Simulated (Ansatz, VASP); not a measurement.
# Two plane-wave programs on MnCuAs

File INCAR:

```
SYSTEM = MnCuAs
ALGO     = Normal         ! electronic algorithm
EDIFF    = 1E-7           ! SCF threshold, eV
ENCUT    = 520            ! plane-wave cutoff, eV
GGA      = PE             ! functional
ISIF     = 2              ! what is computed and relaxed
ISMEAR   = 0              ! smearing method
ISPIN    = 2              ! spin polarisation
LASPH    = .TRUE.         ! aspherical terms in the spheres
LCHARG   = .FALSE.        ! write CHGCAR
LMAXMIX  = 4              ! l up to which the mixer works
LORBIT   = 11             ! projections on sites
LREAL    = .FALSE.        ! projectors in reciprocal space
LWAVE    = .FALSE.        ! write WAVECAR
MAGMOM   = 3.71 -3.71 0 0 0 0 ! initial moments
NBANDS   = 42             ! bands
NELM     = 150            ! most SCF steps
PREC     = Accurate       ! precision mode
SIGMA    = 0.1            ! smearing width, eV
```

File KPOINTS:

```
k-points
0
G
  6 6 4
  0 0 0
```

Contents of POSCAR:

```
MnCuAs
1.0
    3.6994910000      0.0000000000      0.0000000000
    0.0000000000      3.6994910000      0.0000000000
    0.0000000000      0.0000000000      6.4084220000
Mn Cu As
2 2 2
Direct
    0.0000000000      0.5000000000      0.1640200000
    0.5000000000      0.0000000000      0.8359800000
    0.0000000000      0.0000000000      0.5000000000
    0.5000000000      0.5000000000      0.5000000000
    0.0000000000      0.5000000000      0.7762460000
    0.5000000000      0.0000000000      0.2237540000
```

Input for Ansatz:

```yaml
crystal:
  lattice:
    - [3.699491, 0.0, 0.0]
    - [0.0, 3.699491, 0.0]
    - [0.0, 0.0, 6.408422]
  atoms:
    - { symbol: Mn, position: [0.0, 0.5, 0.16402], spin: 3.71 }
    - { symbol: Mn, position: [0.5, 0.0, 0.83598], spin: -3.71 }
    - { symbol: Cu, position: [0.0, 0.0, 0.5] }
    - { symbol: Cu, position: [0.5, 0.5, 0.5] }
    - { symbol: As, position: [0.0, 0.5, 0.776246] }
    - { symbol: As, position: [0.5, 0.0, 0.223754] }
basis:
  ecutwfc: 420
kpoints:
  mp_grid: { grid: [6, 6, 4] }
hamiltonian:
  xc: pbe
  pseudopotentials: { kind: paw }
scf:
  occupations: { method: gaussian, width: 0.1 }
output:
  forces: true
  stress: true
  eigenvalues: true
  populations: true
magnetization:
  spin_polarized: true
```

Alike in both runs: task single point; functional PBE; k mesh 6 × 6 × 4; occupations gaussian, width 0.1 eV; collinear spin.

|  | VASP | Ansatz |
| --- | --- | --- |
| version | VASP 6.6.1 | Ansatz 0.2.0 |
| potentials or method | VASP PAW PBE potentials, release 64 (Mn_pv, Cu, As), cutoff 520 eV | scalar-relativistic, plane waves, PAW |
| valence electrons in the cell | 58 | 98 |

Ansatz gave:

| Property | Result |
| --- | --- |
| gap on the k mesh at the Fermi level (eV) | none |
| pressure (GPa) | -0.5 |
| traceless stress, the component that is largest in VASP (GPa) | -0.86 |
| rms of the force components (eV/Å) | 0.147 |
| net moment per atom (μB) | 0.00 |
| size of the moment on the site where the two differ most (μB) | 3.38 |

Q: Which values does VASP return?

A: gap on the k mesh at the Fermi level (eV): none; pressure (GPa): -0.2; traceless stress, the component that is largest in VASP (GPa): -0.80; rms of the force components (eV/Å): 0.148; net moment per atom (μB): 0.00; size of the moment on the site where the two differ most (μB): 3.47.

Site moments also hang on the region over which each program counts them. Atom by atom the forces differ by 0.004 eV/Å (rms over components). A gap of «none» marks a metal or a gap that the smearing closes. VASP's potentials hold 58 valence electrons a cell and Ansatz's 98, so a difference there can come from the potentials and not from the codes.
